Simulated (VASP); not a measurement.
As, 4 atoms in the cell. It takes space group P6_3/mmc (No. 194, hexagonal). The conventional cell has a = 2.993 Å, b = 2.993 Å, c = 10.092 Å, α = 90.00°, β = 90.00°, γ = 120.00°. As (site symmetry -3m) has 12 As at 2.99 to 3.06 Å within 3.9 Å. As (site symmetry -6m2) has 12 As at 2.99 to 3.06 Å within 3.9 Å.  This cell differs from its parent crystal: volume scaled by 1.08.

```yaml
Program: VASP 6.6.1
Task: single point
Functional: LDA
Potentials_or_basis: VASP PAW LDA potentials, release 64 (As)
Cutoff: 520 eV
k_mesh: 14 × 14 × 4
Occupations: fermi-dirac, width 0.1 eV
Spin: no spin polarisation
Dipole_correction: no
Further_INCAR_settings: ALGO = Normal; EDIFF = 1e-06; NBANDS = 18
```

Potentials or basis: VASP PAW LDA potentials, release 64 (As).

Command:

```bash
$ cat potpaw_LDA.64/As/POTCAR > POTCAR
$ mpirun -np 1 vasp_std > vasp.out
```

Hardware: 1 thread of Intel(R) Xeon(R) 6975P-C (Granite Rapids) (shared host).

Estimate the wall time of this run.

Wall time 26 s on 1 thread of Intel(R) Xeon(R) 6975P-C (Granite Rapids) (shared host), peak memory 0.21 GiB. Counts: scf iterations 11, k points 72.
